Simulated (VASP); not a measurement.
# GaP (F-43m) in VASP: a series of runs

Runs on GaP. Level: LDA. Tasks: single point, relaxation of cell and atoms.

Program: VASP 6.6.1. These are calculated values, not measurements. Logs are shortened: lines on timing, memory, paths and dates and some standing lists are left out, and cuts for length are marked.

### Step 1. The cell of the first run

It takes space group F-43m (No. 216, cubic). The conventional cell has a = 5.391 Å, b = 5.391 Å, c = 5.391 Å, α = 90.00°, β = 90.00°, γ = 90.00°. Within 3.1 Å of Ga (site symmetry -43m) lie 4 P at 2.33 Å. P (site symmetry -43m) has 4 Ga at 2.33 Å within 3.1 Å.

### Step 2. Single point, LDA

INCAR

```
PREC = Accurate
ENCUT = 520
EDIFF = 1E-6
ISMEAR = 0
SIGMA = 0.02
LREAL = False
LASPH = True
NELM = 100
ALGO = Normal
ISIF = 2
LWAVE = False
LCHARG = False
NBANDS = 16
```

KPOINTS

```
Automatic mesh
0
Gamma
  8 8 8
```

POSCAR

```
GaP
1.0
    0.0000000000      2.6956551201      2.6956551201
    2.6956551201      0.0000000000      2.6956551201
    2.6956551201      2.6956551201      0.0000000000
Ga P
1 1
Direct
    0.0000000000      0.0000000000      0.0000000000
    0.7500000000      0.7500000000      0.7500000000
```

Potentials or basis: VASP PAW LDA potentials, release 64 (Ga_d, P).

The run is started by

```sh
$ cat potpaw_LDA.64/Ga_d/POTCAR potpaw_LDA.64/P/POTCAR > POTCAR
$ mpirun -np 1 vasp_std > vasp.out
```

OUTCAR:

```text
PREC = Accurate
   ENCUT = 520
   EDIFF = 1E-6
   ISMEAR = 0
   LREAL = False
   LASPH = True
   NELM = 100
   ISIF = 2

 ion  position               nearest neighbor table
   1  0.000  0.000  0.000-   2 2.33   2 2.33   2 2.33   2 2.33
   2  0.750  0.750  0.750-   1 2.33   1 2.33   1 2.33   1 2.33

  LATTYP: Found a face centered cubic cell.
 ALAT       =     5.3913102402

  Lattice vectors:

 A1 = (   0.0000000000,   2.6956551201,   2.6956551201)
 A2 = (   2.6956551201,   0.0000000000,   2.6956551201)
 A3 = (   2.6956551201,   2.6956551201,   0.0000000000)

Analysis of symmetry for initial positions (statically):
=====================================================================
 Subroutine PRICEL returns:
 Original cell was already a primitive cell.

 Routine SETGRP: Setting up the symmetry group for a
 face centered cubic supercell.

 Subroutine GETGRP returns: Found 24 space group operations
 (whereof 24 operations were pure point group operations)
 out of a pool of 48 trial point group operations.

The static configuration has the point symmetry T_d .

Analysis of symmetry for dynamics (positions and initial velocities):
=====================================================================
 Subroutine PRICEL returns:
 Original cell was already a primitive cell.

 Routine SETGRP: Setting up the symmetry group for a
 face centered cubic supercell.

 Subroutine GETGRP returns: Found 24 space group operations
 (whereof 24 operations were pure point group operations)
 out of a pool of 48 trial point group operations.

The dynamic configuration has the point symmetry T_d .

 Subroutine INISYM returns: Found 24 space group operations
 (whereof 24 operations are pure point group operations),
 and found     1 'primitive' translations

----------------------------------------------------------------------------------------

                                     Primitive cell

  volume of cell :      39.1763

  direct lattice vectors                    reciprocal lattice vectors
     0.000000000  2.695655120  2.695655120    -0.185483668  0.185483668  0.185483668
     2.695655120  0.000000000  2.695655120     0.185483668 -0.185483668  0.185483668
     2.695655120  2.695655120  0.000000000     0.185483668  0.185483668 -0.185483668

  length of vectors
     3.812232030  3.812232030  3.812232030     0.321267137  0.321267137  0.321267137

  position of ions in fractional coordinates (direct lattice)
     0.000000000  0.000000000  0.000000000
     0.750000000  0.750000000  0.750000000

  ion indices of the primitive-cell ions
   primitive index   ion index
                 1           1
                 2           2

----------------------------------------------------------------------------------------

 KPOINTS: Automatic mesh

Automatic generation of k-mesh.
 Grid dimensions read from file:
 generate k-points for:    8    8    8

 Generating k-lattice:

  Cartesian coordinates                     Fractional coordinates (reciprocal lattice)
    -0.023185459  0.023185459  0.023185459     0.125000000  0.000000000  0.000000000
     0.023185459 -0.023185459  0.023185459     0.000000000  0.125000000  0.000000000
     0.023185459  0.023185459 -0.023185459     0.000000000  0.000000000  0.125000000

  Length of vectors
     0.040158392  0.040158392  0.040158392

  Shift w.r.t. Gamma in fractional coordinates (k-lattice)
     0.000000000  0.000000000  0.000000000

 Subroutine IBZKPT returns following result:
 ===========================================

 Found     29 irreducible k-points:

 Following reciprocal coordinates:
            Coordinates               Weight
  0.000000  0.000000  0.000000      1.000000
  0.125000  0.000000  0.000000      8.000000
  0.250000  0.000000  0.000000      8.000000
  0.375000  0.000000  0.000000      8.000000
  0.500000  0.000000  0.000000      4.000000
  0.125000  0.125000  0.000000      6.000000
[... 16 lines left out ...]
  0.500000  0.250000  0.125000     48.000000
 -0.375000  0.250000  0.125000     24.000000
 [... further k-points ...]
   k-points           NKPTS =     29   k-points in BZ     NKDIM =     29   number of bands    NBANDS=     16
   number of dos      NEDOS =    301   number of ions     NIONS =      2
   total plane-waves  NPLWV =  21952
   dimension x,y,z NGX =    28 NGY =   28 NGZ =   28
   dimension x,y,z NGXF=    56 NGYF=   56 NGZF=   56
   ions per type =               1   1
   NGX,Y,Z   is equivalent  to a cutoff of  12.21, 12.21, 12.21 a.u.
   NGXF,Y,Z  is equivalent  to a cutoff of  24.42, 24.42, 24.42 a.u.
 SYSTEM =  unknown system
   PREC   = accura    normal or accurate (medium, high low for compatibility)
   ISTART =      0    job   : 0-new  1-cont  2-samecut
   ICHARG =      2    charge: 1-file 2-atom 10-const
   ISPIN  =      1    spin polarized calculation?
   LNONCOLLINEAR =      F non collinear calculations
   LSORBIT =      F    spin-orbit coupling
   LASPH  =      T    aspherical Exc in radial PAW
   ENCUT  =  520.0 eV  38.22 Ry    6.18 a.u.   7.09  7.09  7.09*2*pi/ulx,y,z
   NELM   =    100;   NELMIN=  2; NELMDL= -5     # of ELM steps
   EDIFF  = 0.1E-05   stopping-criterion for ELM
   LREAL  =      F    real-space projection
   EDIFFG = 0.1E-04   stopping-criterion for IOM
   NSW    =      0    number of steps for IOM
   IBRION =     -1    ionic relax: 0-MD 1-quasi-New 2-CG
   NFREE  =      0    steps in history (QN), initial steepest desc. (CG)
   ISIF   =      2    stress and relaxation
   ISYM   =      2    0-nonsym 1-usesym 2-fastsym
   POTIM  = 0.5000    time-step for ionic-motion
   TEBEG  =    0.0;   TEEND  =   0.0 temperature during run
   PSTRESS=    0.0 pullay stress
   NELECT =      18.0000    total number of electrons
   NUPDOWN=      -1.0000    fix difference up-down
   EMIN   =  10.00;   EMAX   =-10.00  energy-range for DOS
   EFERMI =   0.00;   METHOD = LEGACY
   ISMEAR =     0;   SIGMA  =   0.02  broadening in eV -4-tet -1-fermi 0-gaus
   EFERMI_NEDOS =   21; number of points for ismear=-14 and -15
   IALGO  =     38    algorithm
   IMIX   =      4    mixing-type and parameters
     AMIX     =   0.40;   BMIX     =  1.00
     AMIX_MAG =   1.60;   BMIX_MAG =  1.00
  volume/ion in A,a.u.               =      19.59       132.19
  Fermi-wavevector in a.u.,A,eV,Ry     =   1.263256  2.387208 21.712388  1.595815
  Thomas-Fermi vector in A             =   2.396622
   LORBIT       =      0    0 simple, 1 ext, 2 COOP (PROOUT), +10 PAW based schemes
   GGA     = CA    functional components
   LHFCALC =     F    Hartree Fock is set to
   AEXX    =    0.0000 exact exchange contribution
   IVDW    =     0    specifies the selected vdW correction
   LEPSILON=     F    determine dielectric tensor
   LRPA    =     F    only Hartree local field effects (RPA)
 non-spin polarized calculation
 Gauss-broadening in eV      SIGMA  =   0.02
  energy-cutoff  :      520.00
  volume of cell :       39.18
 maximum number of plane-waves:      1067
   NGX = 15   NGY = 15   NGZ = 15

 number of electron      17.9999998 magnetization

 Free energy of the ion-electron system (eV)
  ---------------------------------------------------
  ext. energy  EPLUGINS =         0.00000000
  ---------------------------------------------------
  free energy    TOTEN  =       -10.45076691 eV

  energy without entropy =      -10.45076691  energy(sigma->0) =      -10.45076691

 E-fermi :   4.9430     XC(G=0): -10.3108

 val. band max:        4.8484117091   @ k =   0.0000   0.0000   0.0000
 cond. band min:       6.2781203081   @ k =   0.5000   0.5000   0.0000
 fundamental gap:      1.4297085991
 Fermi energy:         4.9430412719

 k-point     1 :       0.0000    0.0000    0.0000
  band No.  band energies     occupation
      1      -9.9173      2.00000
      2      -9.9173      2.00000
      3      -9.9173      2.00000
      4      -9.8090      2.00000
      5      -9.8090      2.00000
      6      -7.9121      2.00000
[... 8 lines left out ...]
     15      14.6926      0.00000
     16      14.6926      0.00000

 k-point     2 :       0.1250    0.0000    0.0000
  band No.  band energies     occupation
      1      -9.9319      2.00000
      2      -9.9122      2.00000
      3      -9.9122      2.00000
      4      -9.8091      2.00000
      5      -9.8091      2.00000
      6      -7.7009      2.00000
[... 8 lines left out ...]
     15      14.0101      0.00000
     16      14.4240      0.00000

 k-point     3 :       0.2500    0.0000    0.0000
  band No.  band energies     occupation
      1      -9.9638      2.00000
      2      -9.9012      2.00000
      3      -9.9012      2.00000
      4      -9.8077      2.00000
      5      -9.8077      2.00000
      6      -7.1006      2.00000
[... 8 lines left out ...]
     15      13.8108      0.00000
     16      14.6123      0.00000

 k-point     4 :       0.3750    0.0000    0.0000
  band No.  band energies     occupation
      1      -9.9924      2.00000
      2      -9.8929      2.00000
      3      -9.8929      2.00000
      4      -9.8035      2.00000
      5      -9.8035      2.00000
      6      -6.2524      2.00000
[... 8 lines left out ...]
     15      15.0519      0.00000
     16      15.0519      0.00000

 k-point     5 :       0.5000    0.0000    0.0000
  band No.  band energies     occupation
      1     -10.0036      2.00000
      2      -9.8904      2.00000
      3      -9.8904      2.00000
      4      -9.8009      2.00000
      5      -9.8009      2.00000
      6      -5.7187      2.00000
[... 8 lines left out ...]
     15      16.6192      0.00000
     16      16.6192      0.00000

 k-point     6 :       0.1250    0.1250    0.0000
  band No.  band energies     occupation
      1      -9.9413      2.00000
      2      -9.9073      2.00000
      3      -9.9073      2.00000
      4      -9.8136      2.00000
      5      -9.8055      2.00000
      6      -7.6310      2.00000
[... 8 lines left out ...]
     15      14.8127      0.00000
     16      14.9414      0.00000

 k-point     7 :       0.2500    0.1250    0.0000
  band No.  band energies     occupation
      1      -9.9662      2.00000
      2      -9.8980      2.00000
      3      -9.8958      2.00000
      4      -9.8172      2.00000
      5      -9.8022      2.00000
      6      -7.1596      2.00000
[... 8 lines left out ...]
     15      14.9097      0.00000
     16      15.9020      0.00000

 k-point     8 :       0.3750    0.1250    0.0000
  band No.  band energies     occupation
      1      -9.9910      2.00000
      2      -9.8909      2.00000
      3      -9.8863      2.00000
      4      -9.8152      2.00000
      5      -9.7991      2.00000
      6      -6.3759      2.00000
[... 8 lines left out ...]
     15      15.6255      0.00000
     16      15.7919      0.00000

 k-point     9 :       0.5000    0.1250    0.0000
  band No.  band energies     occupation
      1     -10.0045      2.00000
      2      -9.8879      2.00000
      3      -9.8831      2.00000
      4      -9.8086      2.00000
      5      -9.7994      2.00000
      6      -5.6387      2.00000
[... 8 lines left out ...]
     15      16.6201      0.00000
     16      16.8294      0.00000
[... 172 lines left out ...]
 k-point    19 :       0.5000    0.3750    0.0000
  band No.  band energies     occupation
      1     -10.0326      2.00000
      2      -9.8566      2.00000
      3      -9.8512      2.00000
      4      -9.8413      2.00000
      5      -9.7885      2.00000
      6      -4.9974      2.00000
[... 8 lines left out ...]
     15      16.9578      0.00000
     16      18.1958      0.00000

 k-point    20 :      -0.3750    0.3750    0.0000
  band No.  band energies     occupation
      1     -10.0237      2.00000
      2      -9.8676      2.00000
      3      -9.8556      2.00000
      4      -9.8309      2.00000
      5      -9.7955      2.00000
      6      -4.7892      2.00000
[... 8 lines left out ...]
     15      15.2822      0.00000
     16      19.6619      0.00000

 k-point    21 :       0.5000    0.5000    0.0000
  band No.  band energies     occupation
      1     -10.0412      2.00000
      2      -9.8497      2.00000
      3      -9.8457      2.00000
      4      -9.8457      2.00000
      5      -9.7849      2.00000
      6      -4.7549      2.00000
[... 8 lines left out ...]
     15      17.3566      0.00000
     16      17.9175      0.00000

 k-point    22 :       0.3750    0.2500    0.1250
  band No.  band energies     occupation
      1      -9.9878      2.00000
      2      -9.8883      2.00000
      3      -9.8838      2.00000
      4      -9.8213      2.00000
      5      -9.7990      2.00000
      6      -6.5890      2.00000
[... 8 lines left out ...]
     15      16.0347      0.00000
     16      17.2619      0.00000

 k-point    23 :       0.5000    0.2500    0.1250
  band No.  band energies     occupation
      1     -10.0036      2.00000
      2      -9.8845      2.00000
      3      -9.8738      2.00000
      4      -9.8190      2.00000
      5      -9.7992      2.00000
      6      -5.7861      2.00000
[... 8 lines left out ...]
     15      16.4116      0.00000
     16      17.7204      0.00000

 k-point    24 :      -0.3750    0.2500    0.1250
  band No.  band energies     occupation
      1     -10.0094      2.00000
      2      -9.8840      2.00000
      3      -9.8703      2.00000
      4      -9.8150      2.00000
      5      -9.8010      2.00000
      6      -5.2877      2.00000
[... 8 lines left out ...]
     15      16.8443      0.00000
     16      17.4332      0.00000

 [... further k-points ...]
[... 5 lines left out ...]
  --------------------------------------------------------------------------------------
  -------------------------------------------------------------------------------------
  Total        0.0186344      0.0186344      0.0186344      0.0000000      0.0000000     -0.0000000
  in kB        0.7620850      0.7620850      0.7620850      0.0000000      0.0000000     -0.0000000
  external PRESSURE =       0.7620850 kB  Pullay stress =       0.0000000 kB

 VOLUME and BASIS-vectors are now :
 -----------------------------------------------------------------------------
  energy-cutoff  :      520.00
  volume of cell :       39.18
      direct lattice vectors                 reciprocal lattice vectors
     0.000000000  2.695655120  2.695655120    -0.185483668  0.185483668  0.185483668
     2.695655120  0.000000000  2.695655120     0.185483668 -0.185483668  0.185483668
     2.695655120  2.695655120  0.000000000     0.185483668  0.185483668 -0.185483668

 POSITION                                       TOTAL-FORCE (eV/Angst)
 -----------------------------------------------------------------------------------
      0.00000      0.00000      0.00000         0.000000      0.000000      0.000000
      4.04348      4.04348      4.04348        -0.000000     -0.000000     -0.000000
 -----------------------------------------------------------------------------------
    total drift:                               -0.000000     -0.000000     -0.000000

  FREE ENERGIE OF THE ION-ELECTRON SYSTEM (eV)
  ---------------------------------------------------
  free  energy   TOTEN  =       -10.4507669065 eV

  energy  without entropy=      -10.4507669065  energy(sigma->0) =      -10.45076691
```

It took 18 s on 1 thread of Intel Xeon Platinum 8259CL at 2.50GHz (Skylake/Cascade Lake), shared host; peak memory 0.14 GiB.

What came out:

```
Free energy            : -10.4508 eV
Pressure               : 0.1 GPa
Band gap on the k mesh : 1.43 eV, indirect (least direct gap 1.91 eV)
```

A k mesh can miss the band edges. As with any semilocal functional, this LDA gap is likely too small.

### Step 3. Relaxation of cell and atoms, LDA

This run uses another cell than the first one, of 20.25 Å³/atom, 1.034 times its volume.

INCAR

```
PREC = Accurate ; ENCUT = 600
EDIFF = 1E-6 ; ISMEAR = 0
SIGMA = 0.02 ; LREAL = False
LASPH = True ; NELM = 100
ALGO = Normal ; ISIF = 3
LWAVE = False ; LCHARG = False
GGA = CA ; IBRION = 2
NSW = 100 ; EDIFFG = -0.005
```

KPOINTS

```
regular mesh
0
Gamma
  8 8 8
```

POSCAR

```
GaP
1.0
    0.0000000000      2.7258124900      2.7258124900
    2.7258124900      0.0000000000      2.7258124900
    2.7258124900      2.7258124900      0.0000000000
Ga P
1 1
Direct
    0.0000000000      0.0000000000      0.0000000000
    0.7500000000      0.7500000000      0.7500000000
```

Potentials or basis: VASP PAW LDA potentials, release 64 (Ga_d, P).

The run is started by

```sh
$ cat potpaw_LDA.64/Ga_d/POTCAR potpaw_LDA.64/P/POTCAR > POTCAR
$ mpirun -np 1 vasp_std > vasp.out
```

Run time: 52 s. Hardware: 1 thread of Intel Xeon Platinum 8259CL at 2.50GHz (Skylake/Cascade Lake), shared host; peak memory 0.16 GiB.

The run converged. Its results:

| Item | Value |
| --- | --- |
| Free energy | -10.4511 eV |
| Relaxed volume | 19.61 Å³/atom |
| Relaxed cell | a = 3.814 Å, b = 3.814 Å, c = 3.814 Å, α = 60.00°, β = 60.00°, γ = 60.00° |
| Space group after relaxing (to 0.05 Å) | F-43m (No. 216) |
| Energy gained by relaxing | 5.6 meV/atom |
| Ionic steps | 6 |
| Pressure after relaxing | 0.0 GPa |
| Band gap on the k mesh | 1.43 eV, indirect (least direct gap 1.90 eV) |

Step by step:
```tsv
step	energy change (eV)	largest force (eV/Å)	pressure (GPa)	volume (Å³)
1	0.0000	0.0000	-2.73	40.51
2	-0.0076	0.0000	1.71	38.51
3	-0.0112	0.0000	-0.08	39.22
4	-0.0112	0.0000	0.10	39.19
5	-0.0112	0.0000	-0.10	39.26
6	-0.0112	0.0000	0.04	39.22
```

Final structure:
```xyz
2
Lattice="0.0000 2.6966 2.6966 2.6966 0.0000 2.6966 2.6966 2.6966 0.0000" Properties=species:S:1:pos:R:3 pbc="T T T"
Ga    0.0000    0.0000    0.0000
P     4.0449    4.0449    4.0449
```

Levels at points of the mesh, in eV from the valence-band top:
| k point | band 7 | band 8 | band 9 | band 10 | band 11 | band 12 |
| --- | --- | --- | --- | --- | --- | --- |
| (0.00, 0.00, 0.00) | 0.00 | 0.00 | 0.00 | 1.90 | 3.78 | 3.78 |
| (0.50, 0.00, 0.00) | -6.89 | -1.18 | -1.18 | 1.61 | 4.62 | 4.62 |
| (0.50, 0.50, 0.00) | -6.99 | -2.82 | -2.82 | 1.43 | 1.65 | 10.69 |
